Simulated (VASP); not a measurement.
# GaSb (F-43m) in VASP: notebook

The runs below take GaSb through single point, with b88 exchange, pbe correlation.

Everything below comes from runs of VASP 6.6.1. Logs are shortened: lines on timing, memory, paths and dates and some standing lists are left out, and cuts for length are marked.

## Step 1: The cell of the first run

The structure is cubic, space group F-43m (No. 216). The conventional cell has a = 5.993 Å, b = 5.993 Å, c = 5.993 Å, α = 90.00°, β = 90.00°, γ = 90.00°. Within 3.4 Å of Sb (site symmetry -43m) lie 4 Ga at 2.60 Å. Ga (site symmetry -43m) has 4 Sb at 2.60 Å within 3.4 Å.

## Step 2: Single point, b88 exchange, pbe correlation

Input file INCAR:

```
ALGO     = Normal         # electronic algorithm
EDIFF    = 1E-6           # SCF threshold, eV
ENCUT    = 500            # plane-wave cutoff, eV
GGA      = LIBXC          # functional
GGA_COMPAT= F            
ISIF     = 2              # what is computed and relaxed
ISMEAR   = -1             # smearing method
LASPH    = T              # aspherical terms in the spheres
LCHARG   = F              # write CHGCAR
LIBXC1   = GGA_X_B88    
LIBXC2   = GGA_C_PBE    
LREAL    = F              # projectors in reciprocal space
LWAVE    = F              # write WAVECAR
NBANDS   = 16             # bands
NELM     = 120            # most SCF steps
PREC     = Accurate       # precision mode
SIGMA    = 0.05           # smearing width, eV
```

Input file KPOINTS:

```
k-points
0
Gamma
  8 8 8
```

Input file POSCAR:

```
GaSb
1.0
    0.0000000000      2.9965539066      2.9965539066
    2.9965539066      0.0000000000      2.9965539066
    2.9965539066      2.9965539066      0.0000000000
Sb Ga
1 1
Direct
    0.7500000000      0.7500000000      0.7500000000
    0.0000000000      0.0000000000      0.0000000000
```

Potentials or basis: VASP PAW PBE potentials, release 64 (Sb, Ga_d).

Command:

```bash
cat potpaw_PBE.64/Sb/POTCAR potpaw_PBE.64/Ga_d/POTCAR > POTCAR
mpirun -np 1 vasp_std > vasp.out
```

OUTCAR:

```text
EDIFF = 1E-6
   ENCUT = 500
   GGA = LIBXC
   ISIF = 2
   ISMEAR = -1
   LASPH = T
   LREAL = F
   NELM = 120
   PREC = Accurate

 ion  position               nearest neighbor table
   1  0.750  0.750  0.750-   2 2.60   2 2.60   2 2.60   2 2.60
   2  0.000  0.000  0.000-   1 2.60   1 2.60   1 2.60   1 2.60

  LATTYP: Found a face centered cubic cell.
 ALAT       =     5.9931078132

  Lattice vectors:

 A1 = (   0.0000000000,   2.9965539066,   2.9965539066)
 A2 = (   2.9965539066,   0.0000000000,   2.9965539066)
 A3 = (   2.9965539066,   2.9965539066,   0.0000000000)

Analysis of symmetry for initial positions (statically):
=====================================================================
 Subroutine PRICEL returns:
 Original cell was already a primitive cell.

 Routine SETGRP: Setting up the symmetry group for a
 face centered cubic supercell.

 Subroutine GETGRP returns: Found 24 space group operations
 (whereof 24 operations were pure point group operations)
 out of a pool of 48 trial point group operations.

The static configuration has the point symmetry T_d .

Analysis of symmetry for dynamics (positions and initial velocities):
=====================================================================
 Subroutine PRICEL returns:
 Original cell was already a primitive cell.

 Routine SETGRP: Setting up the symmetry group for a
 face centered cubic supercell.

 Subroutine GETGRP returns: Found 24 space group operations
 (whereof 24 operations were pure point group operations)
 out of a pool of 48 trial point group operations.

The dynamic configuration has the point symmetry T_d .

 Subroutine INISYM returns: Found 24 space group operations
 (whereof 24 operations are pure point group operations),
 and found     1 'primitive' translations

----------------------------------------------------------------------------------------

                                     Primitive cell

  volume of cell :      53.8141

  direct lattice vectors                    reciprocal lattice vectors
     0.000000000  2.996553907  2.996553907    -0.166858336  0.166858336  0.166858336
     2.996553907  0.000000000  2.996553907     0.166858336 -0.166858336  0.166858336
     2.996553907  2.996553907  0.000000000     0.166858336  0.166858336 -0.166858336

  length of vectors
     4.237767175  4.237767175  4.237767175     0.289007116  0.289007116  0.289007116

  position of ions in fractional coordinates (direct lattice)
     0.750000000  0.750000000  0.750000000
     0.000000000  0.000000000  0.000000000

  ion indices of the primitive-cell ions
   primitive index   ion index
                 1           1
                 2           2

----------------------------------------------------------------------------------------

 KPOINTS: k-points

Automatic generation of k-mesh.
 Grid dimensions read from file:
 generate k-points for:    8    8    8

 Generating k-lattice:

  Cartesian coordinates                     Fractional coordinates (reciprocal lattice)
    -0.020857292  0.020857292  0.020857292     0.125000000  0.000000000  0.000000000
     0.020857292 -0.020857292  0.020857292     0.000000000  0.125000000  0.000000000
     0.020857292  0.020857292 -0.020857292     0.000000000  0.000000000  0.125000000

  Length of vectors
     0.036125890  0.036125890  0.036125890

  Shift w.r.t. Gamma in fractional coordinates (k-lattice)
     0.000000000  0.000000000  0.000000000

 Subroutine IBZKPT returns following result:
 ===========================================

 Found     29 irreducible k-points:

 Following reciprocal coordinates:
            Coordinates               Weight
  0.000000  0.000000  0.000000      1.000000
  0.125000  0.000000  0.000000      8.000000
  0.250000  0.000000  0.000000      8.000000
  0.375000  0.000000  0.000000      8.000000
  0.500000  0.000000  0.000000      4.000000
  0.125000  0.125000  0.000000      6.000000
[... 16 lines left out ...]
  0.500000  0.250000  0.125000     48.000000
 -0.375000  0.250000  0.125000     24.000000
 [... further k-points ...]
   k-points           NKPTS =     29   k-points in BZ     NKDIM =     29   number of bands    NBANDS=     16
   number of dos      NEDOS =    301   number of ions     NIONS =      2
   total plane-waves  NPLWV =  32768
   dimension x,y,z NGX =    32 NGY =   32 NGZ =   32
   dimension x,y,z NGXF=    64 NGYF=   64 NGZF=   64
   ions per type =               1   1
   NGX,Y,Z   is equivalent  to a cutoff of  12.55, 12.55, 12.55 a.u.
   NGXF,Y,Z  is equivalent  to a cutoff of  25.11, 25.11, 25.11 a.u.
 SYSTEM =  unknown system
   PREC   = accura    normal or accurate (medium, high low for compatibility)
   ISTART =      0    job   : 0-new  1-cont  2-samecut
   ICHARG =      2    charge: 1-file 2-atom 10-const
   ISPIN  =      1    spin polarized calculation?
   LNONCOLLINEAR =      F non collinear calculations
   LSORBIT =      F    spin-orbit coupling
   LASPH  =      T    aspherical Exc in radial PAW
   ENCUT  =  500.0 eV  36.75 Ry    6.06 a.u.   7.73  7.73  7.73*2*pi/ulx,y,z
   NELM   =    120;   NELMIN=  2; NELMDL= -5     # of ELM steps
   EDIFF  = 0.1E-05   stopping-criterion for ELM
   LREAL  =      F    real-space projection
   EDIFFG = 0.1E-04   stopping-criterion for IOM
   NSW    =      0    number of steps for IOM
   IBRION =     -1    ionic relax: 0-MD 1-quasi-New 2-CG
   NFREE  =      0    steps in history (QN), initial steepest desc. (CG)
   ISIF   =      2    stress and relaxation
   ISYM   =      2    0-nonsym 1-usesym 2-fastsym
   POTIM  = 0.5000    time-step for ionic-motion
   TEBEG  =    0.0;   TEEND  =   0.0 temperature during run
   PSTRESS=    0.0 pullay stress
   NELECT =      18.0000    total number of electrons
   NUPDOWN=      -1.0000    fix difference up-down
   EMIN   =  10.00;   EMAX   =-10.00  energy-range for DOS
   EFERMI =   0.00;   METHOD = LEGACY
   ISMEAR =    -1;   SIGMA  =   0.05  broadening in eV -4-tet -1-fermi 0-gaus
   EFERMI_NEDOS =   21; number of points for ismear=-14 and -15
   IALGO  =     38    algorithm
   IMIX   =      4    mixing-type and parameters
     AMIX     =   0.40;   BMIX     =  1.00
     AMIX_MAG =   1.60;   BMIX_MAG =  1.00
  volume/ion in A,a.u.               =      26.91       181.58
  Fermi-wavevector in a.u.,A,eV,Ry     =   1.136406  2.147496 17.570821  1.291419
  Thomas-Fermi vector in A             =   2.273111
   LORBIT       =      0    0 simple, 1 ext, 2 COOP (PROOUT), +10 PAW based schemes
   GGA     = LIBXC    functional components
   LHFCALC =     F    Hartree Fock is set to
   AEXX    =    0.0000 exact exchange contribution
   IVDW    =     0    specifies the selected vdW correction
   LEPSILON=     F    determine dielectric tensor
   LRPA    =     F    only Hartree local field effects (RPA)
 non-spin polarized calculation
  energy-cutoff  :      500.00
  volume of cell :       53.81
 maximum number of plane-waves:      1384
   NGX = 15   NGY = 15   NGZ = 15

 number of electron      18.0000008 magnetization

 Free energy of the ion-electron system (eV)
  ---------------------------------------------------
  ext. energy  EPLUGINS =         0.00000000
  ---------------------------------------------------
  free energy    TOTEN  =        -7.06073027 eV

  energy without entropy =       -7.06066775  energy(sigma->0) =       -7.06069901

 E-fermi :   5.7139     XC(G=0):  -9.3886

 val. band max:        5.4751744113   @ k =   0.0000   0.0000   0.0000
 cond. band min:       5.9397499395   @ k =   0.0000   0.0000   0.0000
 fundamental gap:      0.4645755282
 Fermi energy:         5.7139119796

 k-point     1 :       0.0000    0.0000    0.0000
  band No.  band energies     occupation
      1      -9.7390      2.00000
      2      -9.7390      2.00000
      3      -9.7390      2.00000
      4      -9.6788      2.00000
      5      -9.6788      2.00000
      6      -6.4541      2.00000
[... 8 lines left out ...]
     15      14.1995      0.00000
     16      14.1995      0.00000

 k-point     2 :       0.1250    0.0000    0.0000
  band No.  band energies     occupation
      1      -9.7443      2.00000
      2      -9.7367      2.00000
      3      -9.7367      2.00000
      4      -9.6791      2.00000
      5      -9.6791      2.00000
      6      -6.2818      2.00000
[... 8 lines left out ...]
     15      13.3297      0.00000
     16      13.3297      0.00000

 k-point     3 :       0.2500    0.0000    0.0000
  band No.  band energies     occupation
      1      -9.7570      2.00000
      2      -9.7317      2.00000
      3      -9.7317      2.00000
      4      -9.6794      2.00000
      5      -9.6794      2.00000
      6      -5.7888      2.00000
[... 8 lines left out ...]
     15      13.1160      0.00000
     16      13.1160      0.00000

 k-point     4 :       0.3750    0.0000    0.0000
  band No.  band energies     occupation
      1      -9.7693      2.00000
      2      -9.7273      2.00000
      3      -9.7273      2.00000
      4      -9.6790      2.00000
      5      -9.6790      2.00000
      6      -5.0954      2.00000
[... 8 lines left out ...]
     15      14.1463      0.00000
     16      14.1463      0.00000
[... 324 lines left out ...]
 k-point    22 :       0.3750    0.2500    0.1250
  band No.  band energies     occupation
      1      -9.7691      2.00000
      2      -9.7258      2.00000
      3      -9.7241      2.00000
      4      -9.6840      2.00000
      5      -9.6773      2.00000
      6      -5.3582      2.00000
[... 8 lines left out ...]
     15      14.7519      0.00000
     16      15.0067      0.00000

 k-point    23 :       0.5000    0.2500    0.1250
  band No.  band energies     occupation
      1      -9.7772      2.00000
      2      -9.7228      2.00000
      3      -9.7199      2.00000
      4      -9.6838      2.00000
      5      -9.6779      2.00000
      6      -4.6908      2.00000
[... 8 lines left out ...]
     15      14.4429      0.00000
     16      15.8447      0.00000

 k-point    24 :      -0.3750    0.2500    0.1250
  band No.  band energies     occupation
      1      -9.7802      2.00000
      2      -9.7220      2.00000
      3      -9.7183      2.00000
      4      -9.6829      2.00000
      5      -9.6788      2.00000
      6      -4.2824      2.00000
[... 8 lines left out ...]
     15      15.2468      0.00000
     16      15.9156      0.00000

 [... further k-points ...]

------------------------ aborting loop because EDIFF is reached ----------------------------------------

  FORCE on cell =-STRESS in cart. coord.  units (eV):
  Direction    XX          YY          ZZ          XY          YZ          ZX
  --------------------------------------------------------------------------------------
  -------------------------------------------------------------------------------------
  Total        2.0633647      2.0633647      2.0633647      0.0000000      0.0000000     -0.0000000
  in kB       61.4313830     61.4313830     61.4313830      0.0000000      0.0000000     -0.0000000
  external PRESSURE =      61.4313830 kB  Pullay stress =       0.0000000 kB

 VOLUME and BASIS-vectors are now :
 -----------------------------------------------------------------------------
  energy-cutoff  :      500.00
  volume of cell :       53.81
      direct lattice vectors                 reciprocal lattice vectors
     0.000000000  2.996553907  2.996553907    -0.166858336  0.166858336  0.166858336
     2.996553907  0.000000000  2.996553907     0.166858336 -0.166858336  0.166858336
     2.996553907  2.996553907  0.000000000     0.166858336  0.166858336 -0.166858336

 POSITION                                       TOTAL-FORCE (eV/Angst)
 -----------------------------------------------------------------------------------
      4.49483      4.49483      4.49483         0.000000      0.000000     -0.000000
      0.00000      0.00000      0.00000        -0.000000     -0.000000      0.000000
 -----------------------------------------------------------------------------------
    total drift:                               -0.000001     -0.000001     -0.000001

  FREE ENERGIE OF THE ION-ELECTRON SYSTEM (eV)
  ---------------------------------------------------
  free  energy   TOTEN  =        -7.0607302672 eV

  energy  without entropy=       -7.0606677522  energy(sigma->0) =       -7.06069901
```

Wall time 16 s (1 thread of Intel Xeon Platinum 8488C (Sapphire Rapids), shared host); peak memory 0.18 GiB.

What came out:

- Free energy: -7.0607 eV
- Pressure: 6.1 GPa
- Band gap on the k mesh: 0.46 eV

Caveat: the cell stands under pressure; the PAW data sets were made with another functional, which shifts forces and pressure a little; spin-orbit coupling is left out, which moves the levels of the heavy elements. A k mesh can miss the band edges.

## Step 3: Single point, b88 exchange, pbe correlation

This run uses another cell than the first one, of 27.48 Å³/atom.

Input file INCAR:

```
  PREC = Accurate
  ENCUT = 500
  EDIFF = 1E-6
  ISMEAR = -1
  SIGMA = 0.05
  LREAL = F
  LASPH = T
  NELM = 120
  ALGO = Normal
  ISIF = 2
  LWAVE = F
  LCHARG = F
  GGA = LIBXC
  LIBXC1 = GGA_X_B88
  LIBXC2 = GGA_C_PBE
  NBANDS = 16
  GGA_COMPAT = F
```

Input file KPOINTS:

```
regular mesh
0
Gamma
  8 8 8
```

Input file POSCAR:

```
GaSb
1.0
    0.0000000000      3.0176570942      3.0176570942
    3.0176570942      0.0000000000      3.0176570942
    3.0176570942      3.0176570942      0.0000000000
Sb Ga
1 1
Direct
    0.7500000000      0.7500000000      0.7500000000
    0.0000000000      0.0000000000      0.0000000000
```

Potentials or basis: VASP PAW PBE potentials, release 64 (Sb, Ga_d).

Command:

```bash
cat potpaw_PBE.64/Sb/POTCAR potpaw_PBE.64/Ga_d/POTCAR > POTCAR
mpirun -np 1 vasp_std > vasp.out
```

Run time: 16 s. Hardware: 1 thread of Intel Xeon Platinum 8488C (Sapphire Rapids), shared host; peak memory 0.18 GiB.

It converged, with:

```
Free energy            : -7.0994 eV
Pressure               : 4.7 GPa
Band gap on the k mesh : 0.31 eV
```

Levels at points of the mesh, in eV from the valence-band top:
| k point | band 6 | band 7 | band 8 | band 9 | band 10 | band 11 | band 12 | band 13 |
| --- | --- | --- | --- | --- | --- | --- | --- | --- |
| (0.00, 0.00, 0.00) | -11.77 | 0.00 | 0.00 | 0.00 | 0.31 | 2.77 | 2.77 | 2.77 |
| (0.50, 0.00, 0.00) | -10.05 | -6.57 | -1.22 | -1.22 | 0.48 | 3.75 | 3.75 | 6.45 |
| (0.50, 0.50, 0.00) | -9.16 | -7.01 | -2.72 | -2.72 | 0.86 | 1.18 | 8.94 | 8.94 |

Caveat: the cell stands under pressure; the PAW data sets were made with another functional, which shifts forces and pressure a little; spin-orbit coupling is left out, which moves the levels of the heavy elements. A k mesh can miss the band edges.

## Step 4: Single point, b88 exchange, pbe correlation

This run uses another cell than the first one, of 28.05 Å³/atom.

Input file INCAR:

```
PREC = Accurate
ENCUT = 500
EDIFF = 1E-6
ISMEAR = -1
SIGMA = 0.05
LREAL = False
LASPH = True
NELM = 120
ALGO = Normal
ISIF = 2
LWAVE = False
LCHARG = False
GGA = LIBXC
LIBXC1 = GGA_X_B88
LIBXC2 = GGA_C_PBE
NBANDS = 16
GGA_COMPAT = False
```

Input file KPOINTS:

```
Automatic mesh
0
Gamma
  8 8 8
```

Input file POSCAR:

```
GaSb
1.0
    0.0000000000      3.0384691801      3.0384691801
    3.0384691801      0.0000000000      3.0384691801
    3.0384691801      3.0384691801      0.0000000000
Sb Ga
1 1
Direct
    0.7500000000      0.7500000000      0.7500000000
    0.0000000000      0.0000000000      0.0000000000
```

Command:

```bash
cat potpaw_PBE.64/Sb/POTCAR potpaw_PBE.64/Ga_d/POTCAR > POTCAR
mpirun -np 1 vasp_std > vasp.out
```

Run time: 16 s. Hardware: 1 thread of Intel Xeon Platinum 8488C (Sapphire Rapids), shared host; peak memory 0.18 GiB.

The run converged. Its results:

| Property | Result |
| --- | --- |
| Free energy | -7.1282 eV |
| Pressure | 3.4 GPa |
| Band gap on the k mesh | 0.16 eV |

Levels at points of the mesh, in eV from the valence-band top:
| k point | band 5 | band 6 | band 7 | band 8 | band 9 | band 10 | band 11 | band 12 | band 13 | band 14 |
| --- | --- | --- | --- | --- | --- | --- | --- | --- | --- | --- |
| (0.00, 0.00, 0.00) | -15.07 | -11.62 | 0.00 | 0.00 | 0.00 | 0.16 | 2.78 | 2.78 | 2.78 | 5.83 |
| (0.50, 0.00, 0.00) | -15.07 | -9.95 | -6.47 | -1.19 | -1.19 | 0.44 | 3.75 | 3.75 | 6.46 | 9.49 |
| (0.50, 0.50, 0.00) | -15.06 | -9.09 | -6.91 | -2.64 | -2.64 | 0.89 | 1.22 | 8.81 | 8.81 | 10.23 |

Caveat: the cell stands under pressure; the PAW data sets were made with another functional, which shifts forces and pressure a little; spin-orbit coupling is left out, which moves the levels of the heavy elements. A k mesh can miss the band edges.

## Step 5: Single point, b88 exchange, pbe correlation

This run uses another cell than the first one, of 28.62 Å³/atom.

Input file INCAR:

```
SYSTEM = GaSb
PREC = Accurate ; ENCUT = 500
EDIFF = 1E-6 ; ISMEAR = -1
SIGMA = 0.05 ; LREAL = .False.
LASPH = .True. ; NELM = 120
ALGO = Normal ; ISIF = 2
LWAVE = .False. ; LCHARG = .False.
GGA = LIBXC ; LIBXC1 = GGA_X_B88
LIBXC2 = GGA_C_PBE ; NBANDS = 16
GGA_COMPAT = .False.
```

Input file KPOINTS:

```
regular mesh
0
Gamma
  8 8 8
  0 0 0
```

Input file POSCAR:

```
GaSb
1.0
    0.0000000000      3.0590000000      3.0590000000
    3.0590000000      0.0000000000      3.0590000000
    3.0590000000      3.0590000000      0.0000000000
Sb Ga
1 1
Direct
    0.7500000000      0.7500000000      0.7500000000
    0.0000000000      0.0000000000      0.0000000000
```

Command:

```bash
cat potpaw_PBE.64/Sb/POTCAR potpaw_PBE.64/Ga_d/POTCAR > POTCAR
mpirun -np 1 vasp_std > vasp.out
```

Wall time 18 s (1 thread of Intel Xeon Platinum 8488C (Sapphire Rapids), shared host); peak memory 0.18 GiB.

It converged, with:

```
Free energy : -7.1482 eV
Pressure    : 2.2 GPa
```

Levels at points of the mesh, in eV from the Fermi level:
| k point | band 5 | band 6 | band 7 | band 8 | band 9 | band 10 | band 11 | band 12 | band 13 | band 14 |
| --- | --- | --- | --- | --- | --- | --- | --- | --- | --- | --- |
| (0.00, 0.00, 0.00) | -15.09 | -11.54 | -0.06 | -0.06 | -0.06 | -0.05 | 2.72 | 2.72 | 2.72 | 5.75 |
| (0.50, 0.00, 0.00) | -15.09 | -9.92 | -6.42 | -1.21 | -1.21 | 0.34 | 3.69 | 3.69 | 6.42 | 9.30 |
| (0.50, 0.50, 0.00) | -15.08 | -9.09 | -6.87 | -2.63 | -2.63 | 0.85 | 1.20 | 8.61 | 8.61 | 10.00 |

Caveat: the PAW data sets were made with another functional, which shifts forces and pressure a little; spin-orbit coupling is left out, which moves the levels of the heavy elements.

## Step 6: The runs side by side

```csv
cell,gap on the mesh (eV),pressure (GPa)
"a = 4.238 Å, angles 60.0°, 2 atoms",0.46,6.1
"a = 4.268 Å, angles 60.0°, 2 atoms",0.31,4.7
"a = 4.297 Å, angles 60.0°, 2 atoms",0.16,3.4
"a = 4.326 Å, angles 60.0°, 2 atoms",-,2.2
```

Alike in all rows: task single point; level b88 exchange, pbe correlation; potentials or basis VASP PAW PBE potentials, release 64 (Sb, Ga_d); no spin polarisation; k mesh 8 × 8 × 8; cutoff (eV) 500; smearing fermi-dirac 0.05 eV.

Caveats: the PAW data sets were made with another functional, which shifts forces and pressure a little; spin-orbit coupling is left out, which moves the levels of the heavy elements; the cell stands under pressure (at least some runs).

Total energies depend on the potentials used, so only differences within one code and one set of settings carry meaning.
